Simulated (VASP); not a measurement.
A run of VASP 6.6.1 is set up as follows.

File POSCAR:

```
GaN
1.0
    3.2081340000      0.0000000000      0.0000000000
   -1.6040670000      2.7783255400      0.0000000000
    0.0000000000      0.0000000000      5.1850000000
Ga N
2 2
Direct
    0.3333333333      0.6666666667      0.0000000000
    0.6666666667      0.3333333333      0.5000000000
    0.3333333333      0.6666666667      0.3770000000
    0.6666666667      0.3333333333      0.8770000000
```

Contents of INCAR.step1:

```
SYSTEM = GaN
  PREC = Accurate
  ENCUT = 520
  ISMEAR = 0
  SIGMA = 0.05
  LREAL = .False.
  LASPH = .True.
  NELM = 60
  GGA = PE
  ALGO = Normal
  EDIFF = 1E-4
  LWAVE = .True.
  LCHARG = .False.
```

INCAR.step2

```
SYSTEM = GaN
  PREC = Accurate
  ENCUT = 520
  EDIFF = 1E-6
  ISMEAR = 0
  SIGMA = 0.05
  LREAL = .False.
  LASPH = .True.
  NELM = 60
  ALGO = Normal
  ISIF = 2
  LWAVE = .False.
  LCHARG = .False.
  METAGGA = R2SCAN
  LMIXTAU = .True.
  IBRION = 2
  NSW = 80
  EDIFFG = -0.003
  ISTART = 1
```

The input KPOINTS:

```
Automatic mesh
0
Gamma
  8 8 5
  0 0 0
```

Potentials or basis: VASP PAW PBE potentials, release 64 (Ga_d, N).

Command:

```console
$ cat potpaw_PBE.64/Ga_d/POTCAR potpaw_PBE.64/N/POTCAR > POTCAR
$ cp INCAR.step1 INCAR
$ mpirun -np 1 vasp_std > vasp.out
$ cp INCAR.step2 INCAR
$ mpirun -np 1 vasp_std > vasp.out
```

What does it give for the energy gained by relaxing?

0.1 meV/atom.

Predict the band gap on the k mesh.

2.25 eV, direct.

Step by step:
```tsv
step	energy change (eV)	largest force (eV/Å)	pressure (GPa)
1	0.0000	0.0541	-1.99
2	-0.0002	0.0056	-2.00
3	-0.0002	0.0016	-2.00
```

Caveat: the PAW data sets were made with another functional, which shifts forces and pressure a little. r2SCAN opens gaps a little over a GGA but as a rule still falls short of measured ones.
